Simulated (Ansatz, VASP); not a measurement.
## One calculation of Rb, two programs

```
CELL_PARAMETERS angstrom
5.21541 0.00000 0.00000
-2.60771 4.40652 0.00000
0.00000 0.00000 8.44206
ATOMIC_POSITIONS crystal
Rb 0.33333 0.66667 0.25000
Rb 0.66667 0.33333 0.75000
```

Change from the starting cell: strain +0.0250 x Voigt [1, 0, 0, 0, 0, 0], atoms carried along.

Alike in both runs: task single point; functional LDA; k mesh 12 × 12 × 6; occupations gaussian, width 0.15 eV; no spin polarisation.

|  | VASP | Ansatz |
| --- | --- | --- |
| version | VASP 6.6.1 | Ansatz 0.2.0 |
| potentials or method | VASP PAW LDA potentials, release 64 (Rb_sv), cutoff 520 eV | scalar-relativistic, plane waves, PAW |
| valence electrons in the cell | 18 | 18 |

|  | VASP | Ansatz | Ansatz less VASP |
| --- | --- | --- | --- |
| gap on the k mesh at the Fermi level (eV) | none | none | - |
| pressure (GPa) | -0.5 | -0.5 | 0.00 |

LDA's correlation is that of Perdew and Zunger in VASP and of Perdew and Wang (1992) in Ansatz. A gap of «none» marks a metal or a gap that the smearing closes.
